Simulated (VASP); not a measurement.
# NaHg2: single point with LDA

Crystal: NaHg2.

```
CELL_PARAMETERS angstrom
4.95600 0.00000 0.00000
-2.47800 4.29202 0.00000
0.00000 0.00000 3.09236
ATOMIC_POSITIONS crystal
Na 0.00000 0.00000 0.00000
Hg 0.33333 0.66667 0.50000
Hg 0.66667 0.33333 0.50000
```

```
Program                : VASP 6.6.1
Task                   : single point
Functional             : LDA
Potentials or basis    : VASP PAW LDA potentials, release 64 (Na_pv, Hg)
Cutoff                 : 520 eV
k mesh                 : 12 × 12 × 14
Occupations            : fermi-dirac, width 0.15 eV
Spin                   : no spin polarisation
Dipole correction      : no
Further INCAR settings : ALGO = Fast; EDIFF = 1e-06; NBANDS = 22
```

```
Pressure               : 0.4 GPa
Band gap on the k mesh : zero (an odd number of electrons rules out a gap without spin polarisation)
```

Stress tensor (GPa, compression positive):
```
0.50 0.00 0.00
0.00 0.50 0.00
0.00 0.00 0.30
```

Levels at points of the mesh, in eV from the Fermi level:
| k point | band 12 | band 13 | band 14 | band 15 | band 16 | band 17 | band 18 | band 19 | band 20 | band 21 |
| --- | --- | --- | --- | --- | --- | --- | --- | --- | --- | --- |
| (0.00, 0.00, 0.00) | -7.00 | -6.38 | -6.38 | -0.02 | 1.07 | 1.07 | 3.78 | 3.78 | 4.05 | 8.46 |
| (0.50, 0.00, 0.00) | -6.41 | -6.31 | -5.49 | -5.34 | -0.87 | 1.11 | 7.82 | 8.27 | 8.64 | 10.27 |
| (0.00, 0.00, 0.50) | -6.98 | -5.76 | -3.60 | -2.41 | 3.53 | 4.05 | 4.33 | 4.33 | 6.51 | 6.66 |
| (0.50, 0.00, 0.50) | -6.16 | -5.97 | -2.54 | -1.84 | -0.52 | 1.12 | 1.96 | 4.18 | 5.66 | 7.44 |

Run time: 74 s on 1 thread of Intel(R) Xeon(R) 6975P-C (Granite Rapids), with other jobs on the host, peak memory 0.3 GiB.

Caveat: spin-orbit coupling is left out, which moves the levels of the heavy elements.
